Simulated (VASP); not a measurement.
Set up this calculation in VASP 6.6.1, as the native input.

```
Task                   : single point
Functional             : PBE
Potentials or basis    : VASP PAW PBE potentials, release 64 (Rb_sv, Br)
Cutoff                 : 520 eV
k mesh                 : 7 × 7 × 7
Occupations            : fermi-dirac, width 0.05 eV
Spin                   : no spin polarisation
Dipole correction      : no
Further INCAR settings : ALGO = Normal; EDIFF = 1e-06; NBANDS = 15
```

The structure of RbBr lies in POSCAR:

```
RbBr
1.0
    4.1260773000      0.0000000000      0.0000000000
    0.0000000000      4.1260773000      0.0000000000
    0.0000000000      0.0000000000      4.1260773000
Rb Br
1 1
Direct
    0.0000000000      0.0000000000      0.0000000000
    0.5000000000      0.5000000000      0.5000000000
```

One way to write it, as run:

INCAR

```
SYSTEM = RbBr
PREC = Accurate ; ENCUT = 520
EDIFF = 1E-6 ; ISMEAR = -1
SIGMA = 0.05 ; LREAL = .False.
LASPH = .True. ; NELM = 100
ALGO = Normal ; ISIF = 2
LWAVE = .False. ; LCHARG = .True.
GGA = PE ; LELF = .True.
LVHAR = .True. ; NBANDS = 15
```

KPOINTS

```
Automatic mesh
0
Gamma
  7 7 7
  0 0 0
```

Potentials or basis: VASP PAW PBE potentials, release 64 (Rb_sv, Br).

Launch:

```console
$ cat potpaw_PBE.64/Rb_sv/POTCAR potpaw_PBE.64/Br/POTCAR > POTCAR
$ mpirun -np 1 vasp_std > vasp.out
```

It gave:

```yaml
Pressure: 0.8 GPa
Band_gap_on_the_k_mesh: 4.10 eV (least direct gap 4.23 eV)
```

Caveat: an odd mesh through Γ misses points on the zone boundary, where band edges can lie.

Wall time 26 s on 1 thread of Intel Xeon 8259CL (shared host), peak memory 0.18 GiB.
